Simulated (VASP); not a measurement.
# Si5Ge (P-6m2) in VASP: notebook

Runs on Si5Ge. Level: PBE. Tasks: single point, relaxation of cell and atoms.

All numbers are computed with VASP 6.6.1; they aren't measurements. Logs are shortened: lines on timing, memory, paths and dates and some standing lists are left out, and cuts for length are marked.

## (1) The cell of the first run

It takes space group P-6m2 (No. 187, hexagonal). Conventional cell: a = 2.699 Å, b = 2.699 Å, c = 15.095 Å, α = 90.00°, β = 90.00°, γ = 120.00°. Si (site symmetry 3m) has 12 Si at 2.70 to 2.96 Å within 3.6 Å. Within 3.6 Å of Si (site symmetry -6m2) lie 12 Si at 2.70 to 2.96 Å. Si (site symmetry 3m) has 9 Si at 2.70 to 2.96 Å and 3 Ge at 2.96 Å within 3.6 Å. Within 3.6 Å of Ge (site symmetry -6m2) lie 6 Ge at 2.70 Å and 6 Si at 2.96 Å.

## (2) Single point, PBE

The input, INCAR:

```
PREC     = Accurate       # precision mode
ENCUT    = 520            # plane-wave cutoff, eV
EDIFF    = 1E-6           # SCF threshold, eV
ISMEAR   = 0              # smearing method
SIGMA    = 0.1            # smearing width, eV
LREAL    = F              # projectors in reciprocal space
LASPH    = T              # aspherical terms in the spheres
NELM     = 80             # most SCF steps
ALGO     = Normal         # electronic algorithm
ISIF     = 2              # what is computed and relaxed
LWAVE    = F              # write WAVECAR
LCHARG   = F              # write CHGCAR
GGA      = PE             # functional
NBANDS   = 26             # bands
```

The input, KPOINTS:

```
Automatic mesh
0
Gamma
  6 6 1
```

The input, POSCAR:

```
Si5Ge
1.0
    2.6994667500      0.0000000000      0.0000000000
   -1.3497333700      2.3378067800      0.0000000000
    0.0000000000      0.0000000000     15.0953998400
Si Ge
5 1
Direct
    0.3333333300      0.6666666700      0.8333333300
    0.3333333300      0.6666666700      0.1666666700
    0.6666666700      0.3333333300      0.0000000000
    0.6666666700      0.3333333300      0.3333333300
    0.6666666700      0.3333333300      0.6666666700
    0.3333333300      0.6666666700      0.5000000000
```

Potentials or basis: VASP PAW PBE potentials, release 64 (Si, Ge_d).

Launch:

```sh
$ cat potpaw_PBE.64/Si/POTCAR potpaw_PBE.64/Ge_d/POTCAR > POTCAR
$ mpirun -np 1 vasp_std > vasp.out
```

OUTCAR:

```text
PREC = Accurate
   ENCUT = 520
   EDIFF = 1E-6
   ISMEAR = 0
   LREAL = F
   LASPH = T
   NELM = 80
   ISIF = 2
   GGA = PE

 ion  position               nearest neighbor table
   1  0.333  0.667  0.833-   5 2.96   5 2.96   5 2.96   3 2.96   3 2.96   3 2.96
   2  0.333  0.667  0.167-   4 2.96   4 2.96   4 2.96   3 2.96   3 2.96   3 2.96
   3  0.667  0.333  0.000-   1 2.96   2 2.96   1 2.96   2 2.96   1 2.96   2 2.96
   4  0.667  0.333  0.333-   2 2.96   2 2.96   2 2.96   6 2.96   6 2.96   6 2.96
   5  0.667  0.333  0.667-   1 2.96   1 2.96   1 2.96   6 2.96   6 2.96   6 2.96
   6  0.333  0.667  0.500-   4 2.96   5 2.96   4 2.96   5 2.96   4 2.96   5 2.96

  LATTYP: Found a hexagonal cell.
 ALAT       =     2.6994667500
 C/A-ratio  =     5.5919932483

  Lattice vectors:

 A1 = (   2.6994667500,   0.0000000000,   0.0000000000)
 A2 = (  -1.3497333700,   2.3378067800,   0.0000000000)
 A3 = (   0.0000000000,   0.0000000000,  15.0953998400)

Analysis of symmetry for initial positions (statically):
=====================================================================
 Subroutine PRICEL returns:
 Original cell was already a primitive cell.

 Routine SETGRP: Setting up the symmetry group for a
 hexagonal supercell.

 Subroutine GETGRP returns: Found 12 space group operations
 (whereof 12 operations were pure point group operations)
 out of a pool of 24 trial point group operations.

The static configuration has the point symmetry D_3h.

Analysis of symmetry for dynamics (positions and initial velocities):
=====================================================================
 Subroutine PRICEL returns:
 Original cell was already a primitive cell.

 Routine SETGRP: Setting up the symmetry group for a
 hexagonal supercell.

 Subroutine GETGRP returns: Found 12 space group operations
 (whereof 12 operations were pure point group operations)
 out of a pool of 24 trial point group operations.

The dynamic configuration has the point symmetry D_3h.

 Subroutine INISYM returns: Found 12 space group operations
 (whereof 12 operations are pure point group operations),
 and found     1 'primitive' translations

----------------------------------------------------------------------------------------

                                     Primitive cell

  volume of cell :      95.2645

  direct lattice vectors                    reciprocal lattice vectors
     2.699466750  0.000000000  0.000000000     0.370443533  0.213875673  0.000000000
    -1.349733370  2.337806780  0.000000000     0.000000000  0.427751347  0.000000000
     0.000000000  0.000000000 15.095399840     0.000000000  0.000000000  0.066245347

  length of vectors
     2.699466750  2.699466746 15.095399840     0.427751347  0.427751347  0.066245347

  position of ions in fractional coordinates (direct lattice)
     0.333333330  0.666666670  0.833333330
     0.333333330  0.666666670  0.166666670
     0.666666670  0.333333330  0.000000000
     0.666666670  0.333333330  0.333333330
     0.666666670  0.333333330  0.666666670
     0.333333330  0.666666670  0.500000000

  ion indices of the primitive-cell ions
   primitive index   ion index
                 1           1
                 2           2
                 3           3
                 4           4
                 5           5
                 6           6

----------------------------------------------------------------------------------------

 KPOINTS: Automatic mesh

Automatic generation of k-mesh.
 Grid dimensions read from file:
 generate k-points for:    6    6    1

 Generating k-lattice:

  Cartesian coordinates                     Fractional coordinates (reciprocal lattice)
     0.061740589  0.035645945  0.000000000     0.166666667  0.000000000  0.000000000
     0.000000000  0.071291891  0.000000000     0.000000000  0.166666667  0.000000000
     0.000000000  0.000000000  0.066245347     0.000000000  0.000000000  1.000000000

  Length of vectors
     0.071291891  0.071291891  0.066245347

  Shift w.r.t. Gamma in fractional coordinates (k-lattice)
     0.000000000  0.000000000  0.000000000

 Subroutine IBZKPT returns following result:
 ===========================================

 Found      7 irreducible k-points:

 Following reciprocal coordinates:
            Coordinates               Weight
  0.000000  0.000000  0.000000      1.000000
  0.166667  0.000000  0.000000      6.000000
  0.333333  0.000000  0.000000      6.000000
  0.500000  0.000000  0.000000      3.000000
  0.166667  0.166667  0.000000      6.000000
  0.333333  0.166667  0.000000     12.000000
  0.333333  0.333333  0.000000      2.000000
   k-points           NKPTS =      7   k-points in BZ     NKDIM =      7   number of bands    NBANDS=     26
   number of dos      NEDOS =    301   number of ions     NIONS =      6
   total plane-waves  NPLWV =  44800
   dimension x,y,z NGX =    20 NGY =   20 NGZ =  112
   dimension x,y,z NGXF=    40 NGYF=   40 NGZF=  224
   ions per type =               5   1
   NGX,Y,Z   is equivalent  to a cutoff of  12.32, 12.32, 12.33 a.u.
   NGXF,Y,Z  is equivalent  to a cutoff of  24.63, 24.63, 24.67 a.u.
 SYSTEM =  unknown system
   PREC   = accura    normal or accurate (medium, high low for compatibility)
   ISTART =      0    job   : 0-new  1-cont  2-samecut
   ICHARG =      2    charge: 1-file 2-atom 10-const
   ISPIN  =      1    spin polarized calculation?
   LNONCOLLINEAR =      F non collinear calculations
   LSORBIT =      F    spin-orbit coupling
   LASPH  =      T    aspherical Exc in radial PAW
   ENCUT  =  520.0 eV  38.22 Ry    6.18 a.u.   5.02  5.02 28.07*2*pi/ulx,y,z
   NELM   =     80;   NELMIN=  2; NELMDL= -5     # of ELM steps
   EDIFF  = 0.1E-05   stopping-criterion for ELM
   LREAL  =      F    real-space projection
   EDIFFG = 0.1E-04   stopping-criterion for IOM
   NSW    =      0    number of steps for IOM
   IBRION =     -1    ionic relax: 0-MD 1-quasi-New 2-CG
   NFREE  =      0    steps in history (QN), initial steepest desc. (CG)
   ISIF   =      2    stress and relaxation
   ISYM   =      2    0-nonsym 1-usesym 2-fastsym
   POTIM  = 0.5000    time-step for ionic-motion
   TEBEG  =    0.0;   TEEND  =   0.0 temperature during run
   PSTRESS=    0.0 pullay stress
   NELECT =      34.0000    total number of electrons
   NUPDOWN=      -1.0000    fix difference up-down
   EMIN   =  10.00;   EMAX   =-10.00  energy-range for DOS
   EFERMI =   0.00;   METHOD = LEGACY
   ISMEAR =     0;   SIGMA  =   0.10  broadening in eV -4-tet -1-fermi 0-gaus
   EFERMI_NEDOS =   21; number of points for ismear=-14 and -15
   IALGO  =     38    algorithm
   IMIX   =      4    mixing-type and parameters
     AMIX     =   0.40;   BMIX     =  1.00
     AMIX_MAG =   1.60;   BMIX_MAG =  1.00
  volume/ion in A,a.u.               =      15.88       107.15
  Fermi-wavevector in a.u.,A,eV,Ry     =   1.161246  2.194436 18.347337  1.348491
  Thomas-Fermi vector in A             =   2.297820
   LORBIT       =      0    0 simple, 1 ext, 2 COOP (PROOUT), +10 PAW based schemes
   GGA     = PE    functional components
   LHFCALC =     F    Hartree Fock is set to
   AEXX    =    0.0000 exact exchange contribution
   IVDW    =     0    specifies the selected vdW correction
   LEPSILON=     F    determine dielectric tensor
   LRPA    =     F    only Hartree local field effects (RPA)
 non-spin polarized calculation
 Gauss-broadening in eV      SIGMA  =   0.10
  energy-cutoff  :      520.00
  volume of cell :       95.26
 maximum number of plane-waves:      2583
 NGX is ok and might be reduce to    20

 number of electron      33.9999991 magnetization

 Free energy of the ion-electron system (eV)
  ---------------------------------------------------
  ext. energy  EPLUGINS =         0.00000000
  ---------------------------------------------------
  free energy    TOTEN  =       -28.35452690 eV

  energy without entropy =      -28.34466782  energy(sigma->0) =      -28.34959736

 E-fermi :   9.1627     XC(G=0): -11.0328

 val. band max:        9.0489253390   @ k =   0.3333   0.1667   0.0000
 cond. band min:       9.2541565454   @ k =   0.3333   0.0000   0.0000
 fundamental gap:      0.2052312064
 Fermi energy:         9.1626745326

 k-point     1 :       0.0000    0.0000    0.0000
  band No.  band energies     occupation
      1     -16.0016      2.00000
      2     -15.9630      2.00000
      3     -15.9630      2.00000
      4     -15.8339      2.00000
      5     -15.8339      2.00000
      6      -5.1218      2.00000
[... 18 lines left out ...]
     25      19.7086      0.00000
     26      19.7222      0.00000

 k-point     2 :       0.1667    0.0000    0.0000
  band No.  band energies     occupation
      1     -15.9950      2.00000
      2     -15.9472      2.00000
      3     -15.9121      2.00000
      4     -15.8650      2.00000
      5     -15.8406      2.00000
      6      -4.3670      2.00000
[... 18 lines left out ...]
     25      16.6230      0.00000
     26      16.6703      0.00000

 k-point     3 :       0.3333    0.0000    0.0000
  band No.  band energies     occupation
      1     -16.0365      2.00000
      2     -15.9257      2.00000
      3     -15.8650      2.00000
      4     -15.8539      2.00000
      5     -15.8088      2.00000
      6      -2.1021      2.00000
[... 18 lines left out ...]
     25      14.5870      0.00000
     26      14.6717      0.00000

 k-point     4 :       0.5000    0.0000    0.0000
  band No.  band energies     occupation
      1     -16.0591      2.00000
      2     -15.9552      2.00000
      3     -15.8606      2.00000
      4     -15.8243      2.00000
      5     -15.7564      2.00000
      6       1.3128      2.00000
[... 18 lines left out ...]
     25      13.9523      0.00000
     26      13.9827      0.00000

 k-point     5 :       0.1667    0.1667    0.0000
  band No.  band energies     occupation
      1     -15.9786      2.00000
      2     -15.9405      2.00000
      3     -15.9049      2.00000
      4     -15.8564      2.00000
      5     -15.8275      2.00000
      6      -2.8560      2.00000
[... 18 lines left out ...]
     25      12.9733      0.00000
     26      13.0556      0.00000

 k-point     6 :       0.3333    0.1667    0.0000
  band No.  band energies     occupation
      1     -15.9955      2.00000
      2     -15.9394      2.00000
      3     -15.8765      2.00000
      4     -15.8577      2.00000
      5     -15.7890      2.00000
      6       0.1378      2.00000
[... 18 lines left out ...]
     25      11.3624      0.00000
     26      11.4386      0.00000

 k-point     7 :       0.3333    0.3333    0.0000
  band No.  band energies     occupation
      1     -15.9179      2.00000
      2     -15.9159      2.00000
      3     -15.8807      2.00000
      4     -15.8790      2.00000
      5     -15.8503      2.00000
      6       3.2370      2.00000
[... 18 lines left out ...]
     25       9.9493      0.00000
     26      12.8282      0.00000

------------------------ aborting loop because EDIFF is reached ----------------------------------------

  FORCE on cell =-STRESS in cart. coord.  units (eV):
  Direction    XX          YY          ZZ          XY          YZ          ZX
  --------------------------------------------------------------------------------------
  -------------------------------------------------------------------------------------
  Total       -2.2113117     -2.2113117      3.5218843     -0.0000000      0.0000000      0.0000000
  in kB      -37.1902693    -37.1902692     59.2317346     -0.0000001      0.0000000      0.0000000
  external PRESSURE =      -5.0496013 kB  Pullay stress =       0.0000000 kB

 VOLUME and BASIS-vectors are now :
 -----------------------------------------------------------------------------
  energy-cutoff  :      520.00
  volume of cell :       95.26
      direct lattice vectors                 reciprocal lattice vectors
     2.699466750  0.000000000  0.000000000     0.370443533  0.213875673  0.000000000
    -1.349733370  2.337806780  0.000000000     0.000000000  0.427751347  0.000000000
     0.000000000  0.000000000 15.095399840     0.000000000  0.000000000  0.066245347

 POSITION                                       TOTAL-FORCE (eV/Angst)
 -----------------------------------------------------------------------------------
     -0.00000      1.55854     12.57950         0.000000     -0.000000      0.049182
     -0.00000      1.55854      2.51590         0.000000     -0.000000     -0.049182
      1.34973      0.77927      0.00000         0.000000     -0.000000      0.000000
      1.34973      0.77927      5.03180         0.000000      0.000000     -0.435063
      1.34973      0.77927     10.06360         0.000000      0.000000      0.435063
     -0.00000      1.55854      7.54770        -0.000000     -0.000000      0.000000
 -----------------------------------------------------------------------------------
    total drift:                                0.000008     -0.000005      0.000000

  FREE ENERGIE OF THE ION-ELECTRON SYSTEM (eV)
  ---------------------------------------------------
  free  energy   TOTEN  =       -28.3545269014 eV

  energy  without entropy=      -28.3446678153  energy(sigma->0) =      -28.34959736
```

Run time: 49 s. Hardware: 1 thread of Intel Xeon 8259CL, shared host; peak memory 0.2 GiB.

What came out:

```
Free energy            : -28.3545 eV
Pressure               : -0.5 GPa
Largest force          : 0.435 eV/Å
Band gap on the k mesh : zero (bands 17 and 18 overlap by 9.80 eV)
```

Forces on the atoms (eV/Å):
```
Si   0.000  0.000  0.049
Si   0.000  0.000 -0.049
Si   0.000  0.000  0.000
Si   0.000  0.000 -0.435
Si   0.000  0.000  0.435
Ge   0.000  0.000  0.000
```

Stress tensor (GPa, compression positive):
```
-3.72  0.00  0.00
 0.00 -3.72  0.00
 0.00  0.00  5.92
```

Caveat: the k points lie up to 0.45 Å⁻¹ apart, too coarse for converged energies and pressures of a metal.

## (3) Single point, PBE

This run uses another cell than the first one, of the same volume but with other edges.

INCAR, as its differences from that of step 2:

```diff
@@ -7,3 +7,3 @@
 LASPH    = T              # aspherical terms in the spheres
-NELM     = 80             # most SCF steps
+NELM     = 60             # most SCF steps
 ALGO     = Normal         # electronic algorithm
```

KPOINTS is that of step 2.

The input, POSCAR:

```
Si5Ge
1.0
    2.6705660479     -0.0000000029      0.0000000000
   -1.3352830215      2.3127780414      0.0000000000
    0.0000000000      0.0000000000     15.4078093362
Si Ge
5 1
Direct
    0.3333333333      0.6666666667      0.8462184287
    0.3333333333      0.6666666667      0.1537815713
    0.6666666667      0.3333333333      0.0000000000
    0.6666666667      0.3333333333      0.3183994876
    0.6666666667      0.3333333333      0.6816005124
    0.3333333333      0.6666666667      0.5000000000
```

Potentials or basis: VASP PAW PBE potentials, release 64 (Si, Ge_d).

Launch:

```sh
$ cat potpaw_PBE.64/Si/POTCAR potpaw_PBE.64/Ge_d/POTCAR > POTCAR
$ mpirun -np 1 vasp_std > vasp.out
```

Run time: 51 s. Hardware: 1 thread of Intel Xeon 8259CL, shared host; peak memory 0.2 GiB.

Results (log left out):

```yaml
Free_energy: -28.5335 eV
Pressure: 0.0 GPa
Largest_force: 0.014 eV/Å
Band_gap_on_the_k_mesh: zero (bands 17 and 18 overlap by 9.20 eV)
```

Forces in eV/Å, atoms in the order of the input:
```
Si   0.000  0.000  0.014
Si   0.000  0.000 -0.014
Si   0.000  0.000  0.000
Si   0.000  0.000 -0.005
Si   0.000  0.000  0.005
Ge   0.000  0.000  0.000
```

Stress tensor (GPa, compression positive):
```
-0.10  0.00  0.00
 0.00 -0.10  0.00
 0.00  0.00  0.05
```

Levels at points of the mesh, in eV from the Fermi level:
```tsv
k point	band 14	band 15	band 16	band 17	band 18	band 19	band 20	band 21
(0.00, 0.00, 0.00)	-3.91	0.92	1.33	6.38	8.28	9.72	9.72	10.26
(0.50, 0.00, 0.00)	-4.98	-4.76	-3.04	-2.85	-1.14	0.37	1.90	1.98
```

Caveat: the k points lie up to 0.45 Å⁻¹ apart, too coarse for converged energies and pressures of a metal.

## (4) Relaxation of cell and atoms, PBE

The input, INCAR:

```
SYSTEM = Si5Ge
PREC = Accurate ; ENCUT = 600
EDIFF = 1E-6 ; ISMEAR = 0
SIGMA = 0.1 ; LREAL = .FALSE.
LASPH = .TRUE. ; NELM = 80
ALGO = Normal ; ISIF = 3
LWAVE = .FALSE. ; LCHARG = .FALSE.
GGA = PE ; IBRION = 2
NSW = 90 ; EDIFFG = -0.04
```

The input, KPOINTS:

```
regular mesh
0
G
  6 6 1
  0 0 0
```

The input, POSCAR:

```
Si5Ge
1.0
    2.6994667500      0.0000000000      0.0000000000
   -1.3497333700      2.3378067800      0.0000000000
    0.0000000000      0.0000000000     15.0953998400
Si Ge
5 1
Direct
    0.3333333300      0.6666666700      0.8333333300
    0.3333333300      0.6666666700      0.1666666700
    0.6666666700      0.3333333300      0.0000000000
    0.6666666700      0.3333333300      0.3333333300
    0.6666666700      0.3333333300      0.6666666700
    0.3333333300      0.6666666700      0.5000000000
```

Launch:

```sh
$ cat potpaw_PBE.64/Si/POTCAR potpaw_PBE.64/Ge_d/POTCAR > POTCAR
$ mpirun -np 1 vasp_std > vasp.out
```

It took 8.2 min on 1 thread of Intel Xeon 8259CL, shared host; peak memory 0.26 GiB.

The run converged. Its results:

- Free energy: -28.3681 eV
- Relaxed volume: 15.72 Å³/atom
- Relaxed cell: a = 2.670 Å, b = 2.670 Å, c = 15.271 Å, α = 90.00°, β = 90.00°, γ = 120.00°
- Space group after relaxing (to 0.1 Å): P-6m2 (No. 187)
- Energy gained by relaxing: 31.2 meV/atom
- Ionic steps: 19
- Pressure after relaxing: 0.1 GPa
- Largest force after relaxing: 0.019 eV/Å

Forces on the atoms (eV/Å):
```
Si   0.000  0.000  0.002
Si   0.000  0.000 -0.002
Si   0.000  0.000  0.000
Si   0.000  0.000  0.019
Si   0.000  0.000 -0.019
Ge   0.000  0.000  0.000
```

Stress tensor (GPa, compression positive):
```
-0.04  0.00  0.00
 0.00 -0.04  0.00
 0.00  0.00  0.22
```

Step by step:
```tsv
step	energy change (eV)	largest force (eV/Å)	pressure (GPa)	volume (Å³)
1	0.0000	0.5216	-1.37	95.26
2	-0.0373	0.4712	0.89	93.38
3	-0.0434	0.4840	0.27	93.88
4	-0.0699	0.4229	0.34	93.75
5	-0.1122	0.2624	0.73	93.37
6	-0.1125	0.2897	0.74	93.33
7	-0.1255	0.2734	-0.57	94.79
8	-0.1270	0.2625	-1.40	95.76
9	-0.1344	0.2483	-1.41	95.74
10	-0.1529	0.2048	-1.26	95.68
11	-0.1717	0.1074	-0.88	95.56
12	-0.1857	0.0629	-0.24	94.67
13	-0.1858	0.0677	-0.11	94.59
14	-0.1858	0.0665	-0.21	94.61
15	-0.1862	0.0579	0.09	94.42
16	-0.1863	0.0555	0.12	94.37
17	-0.1864	0.0507	0.19	94.26
18	-0.1867	0.0424	0.12	94.27
19	-0.1873	0.0187	0.05	94.30
```

Final structure:
```
Si Ge
1.0
     2.67027    0.00000    0.00000
    -1.33513    2.31252    0.00000
     0.00000    0.00000   15.27069
Si Ge
5 1
Direct
  0.33333 0.66667 0.84745
  0.33333 0.66667 0.15255
  0.66667 0.33333 0.00000
  0.66667 0.33333 0.31643
  0.66667 0.33333 0.68357
  0.33333 0.66667 0.50000
```

Levels at points of the mesh, in eV from the Fermi level:
```csv
k point,band 15,band 16,band 17,band 18,band 19,band 20,band 21
"(0.00, 0.00, 0.00)",0.93,1.39,6.56,8.34,9.40,9.40,10.00
"(0.50, 0.00, 0.00)",-4.93,-3.14,-2.94,-1.31,0.19,1.83,1.95
```

Caveat: the k points lie up to 0.45 Å⁻¹ apart in the final cell; the highest band is partly filled, so the run has too few bands.

## (5) The runs side by side

```tsv
task	cell	cutoff (eV)	gap on the mesh (eV)	pressure (GPa)	largest force (eV/Å)
single point	a = 2.699, b = 2.699, c = 15.095 Å, angles 90.0, 90.0, 120.0°, 6 atoms, atomic positions A	520	none	-0.5	0.44
single point	a = 2.671, b = 2.671, c = 15.408 Å, angles 90.0, 90.0, 120.0°, 6 atoms, atomic positions B	520	none	0.0	0.01
relaxation of cell and atoms	relaxed from a = 2.699, b = 2.699, c = 15.095 Å, angles 90.0, 90.0, 120.0°, 6 atoms, atomic positions A	600	-	0.1	0.02
```

Alike in all rows: level PBE; potentials or basis VASP PAW PBE potentials, release 64 (Si, Ge_d); no spin polarisation; k mesh 6 × 6 × 1; smearing gaussian 0.1 eV.

Caveats: all runs use coarse meshes; the highest band is partly filled, so the run has too few bands (at least some runs).

Absolute energies hang on the potentials; compare differences alone.
